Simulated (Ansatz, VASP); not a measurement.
# Two plane-wave programs on SnO2

Contents of INCAR:

```
ALGO     = Normal         # electronic algorithm
EDIFF    = 1E-6           # SCF threshold, eV
ENCUT    = 520            # plane-wave cutoff, eV
GGA      = PS             # functional
ISIF     = 2              # what is computed and relaxed
ISMEAR   = 0              # smearing method
LASPH    = T              # aspherical terms in the spheres
LCHARG   = T              # write CHGCAR
LELF     = T              # ELF
LREAL    = F              # projectors in reciprocal space
LVHAR    = T            
LWAVE    = F              # write WAVECAR
NBANDS   = 35             # bands
NELM     = 100            # most SCF steps
PREC     = Accurate       # precision mode
SIGMA    = 0.02           # smearing width, eV
```

KPOINTS

```
k-points
0
Gamma
  6 6 8
```

Contents of POSCAR:

```
SnO2
1.0
    4.7686576438      0.0000000000      0.0000000000
    0.0000000000      4.7700658055      0.0000000000
    0.0000000000      0.0000000000      3.0192603928
Sn O
2 4
Direct
    0.5000000000      0.5000000000      0.5000000000
    0.0000000000      0.0000000000      0.0000000000
    0.3025257056      0.3027769120      0.0000000000
    0.8025257056      0.1972230880      0.5000000000
    0.1974742944      0.8027769120      0.5000000000
    0.6974742944      0.6972230880      0.0000000000
```

Input for Ansatz:

```yaml
crystal:
  lattice:
    - [4.7686576438, 0.0, 0.0]
    - [0.0, 4.7700658055, 0.0]
    - [0.0, 0.0, 3.0192603928]
  atoms:
    - { symbol: Sn, position: [0.5, 0.5, 0.5] }
    - { symbol: Sn, position: [0.0, 0.0, 0.0] }
    - { symbol: O, position: [0.3025257056, 0.302776912, 0.0] }
    - { symbol: O, position: [0.8025257056, 0.197223088, 0.5] }
    - { symbol: O, position: [0.1974742944, 0.802776912, 0.5] }
    - { symbol: O, position: [0.6974742944, 0.697223088, 0.0] }
basis:
  ecutwfc: 420
kpoints:
  mp_grid: { grid: [6, 6, 8] }
  band_path: { path: [VBM, CBM], npoints: 2 }
hamiltonian:
  xc: pbesol
scf:
  occupations: { method: gaussian, width: 0.02 }
output:
  forces: true
  stress: true
  eigenvalues: true
checkpoint:
  read: start.run
  write: ck
  compress: false
  write_wavefunctions: false
  write_every: 100000
```

Alike in both runs: task single point; functional PBEsol; k mesh 6 × 6 × 8; occupations gaussian, width 0.02 eV; no spin polarisation.

|  | VASP | Ansatz |
| --- | --- | --- |
| version | VASP 6.6.1 | Ansatz 0.2.0 |
| potentials or method | VASP PAW PBE potentials, release 64 (Sn_d, O), cutoff 520 eV | scalar-relativistic, plane waves, PAW |
| valence electrons in the cell | 52 | 52 |

Ansatz gave:

```
gap on the k mesh at the Fermi level (eV)                     : 1.71
least direct gap on the mesh (eV)                             : 1.71
pressure (GPa)                                                : 16.4
traceless stress, the component that is largest in VASP (GPa) : 12.70
rms of the force components (eV/Å)                            : 0.000
```

**Question.** Which values does VASP return?

**Answer.** gap on the k mesh at the Fermi level (eV): 1.71; least direct gap on the mesh (eV): 1.71; pressure (GPa): 17.2; traceless stress, the component that is largest in VASP (GPa): 12.98; rms of the force components (eV/Å): 0.014.

VASP's potentials were made for PBE, not for PBEsol. Atom by atom the forces differ by 0.014 eV/Å (rms over components). The functional is the same, so the differences come from potentials, cutoffs and numerics.
